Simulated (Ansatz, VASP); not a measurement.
One calculation of Zn2Si2N, two programs

```
Zn Si N
1.0
     3.63700    0.00000    0.00000
     0.00000    3.63700    0.00000
     0.00000    0.00000    5.74559
Zn Si N
2 2 1
Cartesian
  0.0000 0.0000 1.5232
  0.0000 0.0000 4.2224
  0.0000 1.8185 2.8728
  1.8185 0.0000 2.8728
  0.0000 0.0000 0.0000
```

Alike in both runs: task relaxation of cell and atoms; functional PBE; k mesh 6 × 6 × 4; occupations gaussian, width 0.1 eV; no spin polarisation.

```csv
,VASP,Ansatz
version,VASP 6.6.1,Ansatz 0.2.0
potentials or method,"VASP PAW PBE potentials, release 64 (Zn, Si, N), cutoff 600 eV","scalar-relativistic, plane waves, PAW"
valence electrons in the cell,37,37
```

|  | VASP | Ansatz | Ansatz less VASP |
| --- | --- | --- | --- |
| gap on the k mesh at the Fermi level, each at its own relaxed structure (eV) | none | none | - |
| relaxed volume (Å³/atom) | 18.56 | 18.56 | -0.006 |
| relaxed cell length with the largest relative difference (Å) | 7.432 | 7.439 | +0.0077 |

A gap of «none» marks a metal or a gap that the smearing closes.

Noted on VASP's run: the volume moved by over 15 % at a fixed basis, so the end points are rough.
